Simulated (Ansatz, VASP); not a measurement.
InAs: VASP beside Ansatz

INCAR

```
  PREC = Accurate
  ENCUT = 520
  EDIFF = 1E-6
  ISMEAR = -1
  SIGMA = 0.05
  LREAL = F
  LASPH = T
  NELM = 80
  ALGO = Normal
  ISIF = 2
  LWAVE = F
  LCHARG = T
  GGA = RP
  LELF = T
  LVHAR = T
  NBANDS = 16
```

KPOINTS

```
Automatic mesh
0
Gamma
  8 8 8
```

POSCAR

```
InAs
1.0
    0.0000000000      3.0180000000      3.0180000000
    3.0180000000      0.0000000000      3.0180000000
    3.0180000000      3.0180000000      0.0000000000
In As
1 1
Direct
    0.0000000000      0.0000000000      0.0000000000
    0.7500000000      0.7500000000      0.7500000000
```

Contents of input.yaml:

```yaml
crystal:
  lattice:
    - [0.0, 3.018, 3.018]
    - [3.018, 0.0, 3.018]
    - [3.018, 3.018, 0.0]
  atoms:
    - { symbol: In, position: [0.0, 0.0, 0.0] }
    - { symbol: As, position: [0.75, 0.75, 0.75] }
hamiltonian:
  xc: rpbe
  pseudopotentials: { kind: paw }
kpoints:
  mp_grid: { grid: [8, 8, 8] }
  band_path:
    path:
      - [[0.0, 0.0, 0.0], [0.5, 0.0, 0.5], [0.5, 0.25, 0.75], [0.375, 0.375, 0.75], [0.0, 0.0, 0.0], [0.5, 0.5, 0.5], [0.625, 0.25, 0.625], [0.5, 0.25, 0.75], [0.5, 0.5, 0.5], [0.375, 0.375, 0.75]]
      - [[0.625, 0.25, 0.625], [0.5, 0.0, 0.5]]
    npoints: 14
scf:
  occupations: { method: fermi_dirac, width: 0.05 }
  n_extra_bands: 6
output:
  forces: true
  stress: true
  eigenvalues: true
  fatbands: false
```

Alike in both runs: functional RPBE; k mesh 8 × 8 × 8; occupations fermi-dirac, width 0.05 eV; no spin polarisation.

```csv
,VASP,Ansatz
version,VASP 6.6.1,Ansatz 0.2.0
potentials or method,"VASP PAW PBE potentials, release 64 (In_d, As)",Ansatz PAW
plane-wave cutoff (eV),520,420
valence electrons in the cell,18,28
task,single point,band structure
```

Ansatz gave:

* gap on the k mesh at the Fermi level (eV): none
* pressure (GPa): 6.0

Question: Estimate VASP's values.

Answer: gap on the k mesh at the Fermi level (eV): none; pressure (GPa): 6.1.

VASP's potentials were made for PBE, not for RPBE. A gap of «none» marks a metal or a gap that the smearing closes. VASP's potentials hold 18 valence electrons a cell and Ansatz's 28, so a difference there can come from the potentials and not from the codes.
